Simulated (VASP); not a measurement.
## Al3Ag: single point with LDA

Crystal: Al3Ag.

```
Al Ag
1.0
     3.96963    0.00000    0.00000
     0.00000    3.96963    0.00000
     0.00000    0.00000    3.96963
Al Ag
3 1
Direct
  0.00000 0.50000 0.50000
  0.50000 0.00000 0.50000
  0.50000 0.50000 0.00000
  0.00000 0.00000 0.00000
```

| Item | Value |
| --- | --- |
| Program | VASP 6.6.1 |
| Task | single point |
| Functional | LDA |
| Potentials or basis | VASP PAW LDA potentials, release 64 (Al, Ag) |
| Cutoff | 520 eV |
| k mesh | 6 × 6 × 6 |
| Occupations | methfessel-paxton, width 0.15 eV |
| Spin | no spin polarisation |

```yaml
Pressure: 2.1 GPa
Band_gap_on_the_k_mesh: zero (band 10 reaches 11.27 eV, above the bottom of band 11 at 6.82 eV)
```

Levels at points of the mesh, in eV from the Fermi level:
| k point | band 6 | band 7 | band 8 | band 9 | band 10 | band 11 | band 12 | band 13 | band 14 | band 15 |
| --- | --- | --- | --- | --- | --- | --- | --- | --- | --- | --- |
| (0.00, 0.00, 0.00) | -5.91 | -2.60 | -2.60 | -2.60 | -0.43 | 0.51 | 0.51 | 5.44 | 5.44 | 5.44 |
| (0.50, 0.00, 0.00) | -5.86 | -5.45 | 0.06 | 0.06 | 0.35 | 0.35 | 0.62 | 1.00 | 2.76 | 3.31 |
| (0.50, 0.50, 0.00) | -6.19 | -5.59 | -4.66 | -4.34 | 0.98 | 3.12 | 3.12 | 3.15 | 3.15 | 3.51 |
| (0.50, 0.50, 0.50) | -5.01 | -4.11 | -4.11 | -4.11 | -2.30 | -2.28 | -2.28 | -2.28 | 11.38 | 11.39 |

Wall time 23 s on 1 thread of Intel(R) Xeon(R) Platinum 8375C CPU @ 2.90GHz (Ice Lake), on a shared host, peak memory 0.15 GiB.
